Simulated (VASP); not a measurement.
## Zn: single point with PBEsol

Crystal: Zn.

```
Zn
1.0
     2.56471    0.00000    0.00000
     0.00000    2.56471    0.00000
     0.00000    0.00000    2.56471
Zn
1
Cartesian
  0.0000 0.0000 0.0000
```

This isn't the form of Zn at room conditions, which is hcp.

* Program: VASP 6.6.1
* Task: single point
* Functional: PBEsol
* Potentials or basis: VASP PAW PBE potentials, release 64 (Zn)
* Cutoff: 520 eV
* k mesh: 22 × 22 × 22
* Occupations: gaussian, width 0.1 eV
* Spin: no spin polarisation

The pressure is 0.4 GPa and the band gap on the k mesh is zero (bands 6 and 7 overlap by 8.62 eV).

Levels at points of the mesh, in eV from the Fermi level:
```
           k point  band 2  band 3  band 4  band 5  band 6  band 7  band 8  band 9  band 10  band 11
(0.00, 0.00, 0.00)   -8.05   -8.05   -6.72   -6.72   -6.72   12.87   12.87   12.87    15.84    15.84
(0.50, 0.00, 0.00)   -7.85   -7.11   -7.11   -6.69   -3.05   -2.80   17.71   17.71    20.06    20.07
(0.50, 0.50, 0.00)   -7.70   -7.04   -7.04   -6.42    1.41    1.41    2.99    6.33    23.11    24.56
(0.50, 0.50, 0.50)   -7.76   -7.76   -6.40   -6.40    5.83    5.83    5.83   10.69    11.06    11.06
```

It took 33 s on 1 thread of Intel(R) Xeon(R) Platinum 8259CL CPU @ 2.50GHz (Skylake/Cascade Lake), with other jobs on the host, peak memory 0.18 GiB.

Caveat: the PAW data sets were made with another functional, which shifts forces and pressure a little.
